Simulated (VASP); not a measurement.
Input of a VASP 6.6.1 run:

Contents of INCAR:

```
SYSTEM = Au
ALGO = Fast
DIPOL = 0.5 0.5 0.500
EDIFF = 1E-6
ENCUT = 520
GGA = PE
IDIPOL = 3
ISIF = 2
ISMEAR = 0
ISYM = 0
LASPH = .TRUE.
LCHARG = .FALSE.
LDIPOL = .TRUE.
LREAL = .FALSE.
LWAVE = .FALSE.
NBANDS = 36
NELM = 80
PREC = Accurate
SIGMA = 0.1
```

File KPOINTS:

```
k-points
0
G
  14 13 1
  0 0 0
```

POSCAR

```
Au
1.0
    2.8654213454      0.0000000000      0.0000000000
   -1.4327106727      2.5703810381      0.0000000000
    0.0000000000      0.0000000000     24.7842657769
Au
5
Direct
    0.6668033421      0.3304536386      0.3016990846
    0.3431602715      0.6766740422      0.4014649784
    0.6440242408      0.3136475971      0.4999999997
    0.3431602634      0.6766740157      0.5985350218
    0.6668033259      0.3304535938      0.6983009156
```

Potentials or basis: VASP PAW PBE potentials, release 64 (Au).

Launch:

```sh
$ cat potpaw_PBE.64/Au/POTCAR > POTCAR
$ mpirun -np 1 vasp_std > vasp.out
```

(1) Estimate the largest force.

Answers

(1) 0.005 eV/Å.
